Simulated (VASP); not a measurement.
Set up this calculation in VASP 6.6.1, as the native input.

```yaml
Task: single point
Functional: PBE
Potentials_or_basis: VASP PAW PBE potentials, release 64 (Ir)
Cutoff: 520 eV
k_mesh: 15 × 15 × 1
Occupations: fermi-dirac, width 0.1 eV
Spin: no spin polarisation
Dipole_correction: yes
Electric_field_eV/Å: -0.2 eV/Å
Further_INCAR_settings: ALGO = Normal; EDIFF = 1e-06; NBANDS = 10; EFIELD = -0.2
```

The structure of Ir lies in POSCAR:

```
Ir
1.0
    2.7380282308      0.0000000000      0.0000000000
   -1.3690141154      2.3712020041      0.0000000000
    0.0000000000      0.0000000000     16.0000000000
Ir
1
Direct
    0.0000000000      0.0000000000      0.5000000000
```

One way to write it, as run:

INCAR

```
SYSTEM = Ir
PREC     = Accurate       ! precision mode
ENCUT    = 520            ! plane-wave cutoff, eV
EDIFF    = 1E-6           ! SCF threshold, eV
ISMEAR   = -1             ! smearing method
SIGMA    = 0.1            ! smearing width, eV
LREAL    = .FALSE.        ! projectors in reciprocal space
LASPH    = .TRUE.         ! aspherical terms in the spheres
NELM     = 80             ! most SCF steps
ALGO     = Normal         ! electronic algorithm
ISIF     = 2              ! what is computed and relaxed
LWAVE    = .FALSE.        ! write WAVECAR
LCHARG   = .FALSE.        ! write CHGCAR
LDIPOL   = .TRUE.       
IDIPOL   = 3            
DIPOL    = 0.5 0.5 0.500
GGA      = PE             ! functional
NBANDS   = 10             ! bands
EFIELD   = -0.2
```

KPOINTS

```
Automatic mesh
0
G
  15 15 1
  0 0 0
```

Potentials or basis: VASP PAW PBE potentials, release 64 (Ir).

The run is started by

```bash
$ cat potpaw_PBE.64/Ir/POTCAR > POTCAR
$ mpirun -np 1 vasp_std > vasp.out
```

Results of the run:

```json
{"Band gap on the k mesh": "zero (an odd number of electrons rules out a gap without spin polarisation)"}
```

Caveat: spin-orbit coupling is left out, which moves the levels of the heavy elements.

Wall time 47 s on 1 thread of Intel Xeon 8259CL (shared host), peak memory 0.21 GiB.
